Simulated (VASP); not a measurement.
Hf2C, 3 atoms in the cell. Symmetry: P6/mmm, No. 191, hexagonal system. The conventional cell has a = 3.604 Å, b = 3.604 Å, c = 3.892 Å, α = 90.00°, β = 90.00°, γ = 120.00°. Hf (site symmetry -6m2) has 3 Hf at 2.08 Å and 6 C at 2.85 Å within 2.9 Å. Within 3.9 Å of C (site symmetry 6/mmm) lie 12 Hf at 2.85 Å and 8 C at 3.60 to 3.89 Å. 

| Item | Value |
| --- | --- |
| Program | VASP 6.6.1 |
| Task | relaxation of cell and atoms |
| Functional | PBE |
| Potentials or basis | VASP PAW PBE potentials, release 64 (Hf_pv, C) |
| Cutoff | 600 eV |
| k mesh | 6 × 6 × 4 |
| Occupations | gaussian, width 0.1 eV |
| Spin | no spin polarisation |
| Dipole correction | no |
| Further INCAR settings | ALGO = Normal; EDIFF = 1e-07; IBRION = 2; EDIFFG = -0.04; NSW = 90; ISIF = 3 |

Potentials or basis: VASP PAW PBE potentials, release 64 (Hf_pv, C).

Run with:

```bash
$ cat potpaw_PBE.64/Hf_pv/POTCAR potpaw_PBE.64/C/POTCAR > POTCAR
$ mpirun -np 1 vasp_std > vasp.out
```

Hardware: 1 thread of Intel Xeon 8259CL, with other jobs on the host.

**Question.** How long does it take, and how much memory?

**Answer.** Run time: 4.7 min on 1 thread of Intel Xeon 8259CL, with other jobs on the host, peak memory 0.19 GiB. Counts: scf iterations 120, k points 21, ion steps 12.
